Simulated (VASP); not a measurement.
Runs of VASP 6.6.1 on HgTe. The structure is that of space group I-4m2 (No. 119), or close to it. The cells are those of the table. 

| level | spin | cell | k mesh | grid for exact exchange (PRECFOCK) | share of exact exchange | screening parameter | gap on the mesh (eV) | pressure (GPa) | moment (μB) |
| --- | --- | --- | --- | --- | --- | --- | --- | --- | --- |
| r2SCAN | off | a = 4.620, b = 4.620, c = 4.791 Å, angles 58.8, 58.8, 62.5°, 2 atoms | 6 × 6 × 6 | - | - | - | (a) | -0.6 | - |
| r2SCAN | non-collinear, zero start, SOC | a = 4.688, b = 4.688, c = 4.466 Å, angles 61.6, 61.6, 56.9°, 2 atoms | 6 × 6 × 6 | - | - | - | - | (b) | 0.00 |
| HSE06 | off | a = 4.614, b = 4.614, c = 4.838 Å, angles 58.4, 58.4, 63.2°, 2 atoms | 4 × 4 × 4 | Normal | 0.25 | 0.2079 1/Å | 0.32 | -0.8 | - |
| r2SCAN | non-collinear, zero start, SOC | a = 4.677, b = 4.677, c = 4.512 Å, angles 61.2, 61.2, 57.7°, 2 atoms | 6 × 6 × 6 | - | - | - | - | 0.6 | 0.00 |
| r2SCAN | non-collinear, zero start, SOC | a = 4.614, b = 4.614, c = 4.838 Å, angles 58.4, 58.4, 63.2°, 2 atoms | 6 × 6 × 6 | - | - | - | - | -1.0 | 0.00 |
| r2SCAN | off | a = 4.614, b = 4.614, c = 4.838 Å, angles 58.4, 58.4, 63.2°, 2 atoms | 6 × 6 × 6 | - | - | - | 0.27 | -0.8 | - |
| r2SCAN | off | a = 4.629, b = 4.629, c = 4.745 Å, angles 59.2, 59.2, 61.7°, 2 atoms | 6 × 6 × 6 | - | - | - | (c) | (d) | - |
| HSE06 | off | a = 4.688, b = 4.688, c = 4.466 Å, angles 61.6, 61.6, 56.9°, 2 atoms | 4 × 4 × 4 | Normal | 0.25 | 0.2079 1/Å | none | 1.2 | - |

Alike in all rows: task single point; potentials or basis VASP PAW PBE potentials, release 64 (Hg, Te); cutoff (eV) 520; smearing fermi-dirac 0.02 eV.

Estimate the missing entries.

(a) 0.21; (b) 0.9; (c) 0.15; (d) -0.4.

Caveats: some runs use coarse meshes; the PAW data sets were made with another functional, which shifts forces and pressure a little; spin-orbit coupling is left out, which moves the levels of the heavy elements (at least some runs).

A k mesh can miss the band edges, and rows without SOC leave out spin-orbit coupling on Hg, Te.

A gap of «none» marks levels without a gap at the run's occupations.
